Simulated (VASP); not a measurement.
A run of VASP 6.6.1 is set up as follows.

The input INCAR:

```
SYSTEM = Ti
PREC = Accurate
ENCUT = 600
EDIFF = 1E-7
ISMEAR = -1
SIGMA = 0.05
LREAL = .FALSE.
LASPH = .TRUE.
NELM = 60
ALGO = Normal
ISIF = 3
LWAVE = .FALSE.
LCHARG = .FALSE.
GGA = PE
IBRION = 2
NSW = 60
EDIFFG = -0.005
PSTRESS = -9.1
```

The input KPOINTS:

```
Automatic mesh
0
G
  12 12 12
  0 0 0
```

The input POSCAR:

```
Ti
1.0
    0.0000000000      2.8027796123      2.8027796123
    2.8027796123      0.0000000000      2.8027796123
    2.8027796123      2.8027796123      0.0000000000
Ti
2
Direct
   -0.1250000000     -0.1250000000     -0.1250000000
    0.1250000000      0.1250000000      0.1250000000
```

Potentials or basis: VASP PAW PBE potentials, release 64 (Ti_sv).

The run is started by

```bash
$ cat potpaw_PBE.64/Ti_sv/POTCAR > POTCAR
$ mpirun -np 1 vasp_std > vasp.out
```

(1) Estimate the relaxed volume.

(2) Predict the relaxed cell.

Results:

(1) 23.49 Å³/atom.

(2) a = 4.050 Å, b = 4.050 Å, c = 4.050 Å, α = 60.00°, β = 60.00°, γ = 60.00°.

Caveat: the cell is relaxed towards a set pressure, so the run minimises the enthalpy, not the energy.
